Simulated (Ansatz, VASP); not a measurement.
## Two plane-wave programs on FePb

```
CELL_PARAMETERS angstrom
3.26096 0.00000 0.00000
0.00000 3.26096 0.00000
0.00000 0.00000 3.26096
ATOMIC_POSITIONS crystal
Fe 0.00000 0.00000 0.00000
Pb 0.50000 0.50000 0.50000
```

Alike in both runs: functional PBE; k mesh 12 × 12 × 12; occupations gaussian, width 0.1 eV; no spin polarisation.

Ansatz relaxed the structure, and its values are those at the end. VASP's run is a single point on that final structure, the one shown.

```csv
,VASP,Ansatz
version,VASP 6.6.1,Ansatz 0.2.0
potentials or method,"VASP PAW PBE potentials, release 64 (Fe, Pb_d), cutoff 520 eV","scalar-relativistic, plane waves, PAW"
valence electrons in the cell,22,30
```

```csv
,VASP,Ansatz,Ansatz less VASP
gap on the k mesh at the Fermi level (eV),none,none,-
pressure (GPa),-0.1,0.0,+0.05
```

A gap of «none» marks a metal or a gap that the smearing closes. With one functional, cell and mesh, what is left measures potentials, basis and numerics. VASP's potentials hold 22 valence electrons a cell and Ansatz's 30, so a difference there can come from the potentials and not from the codes.

Spin-orbit coupling is off throughout.
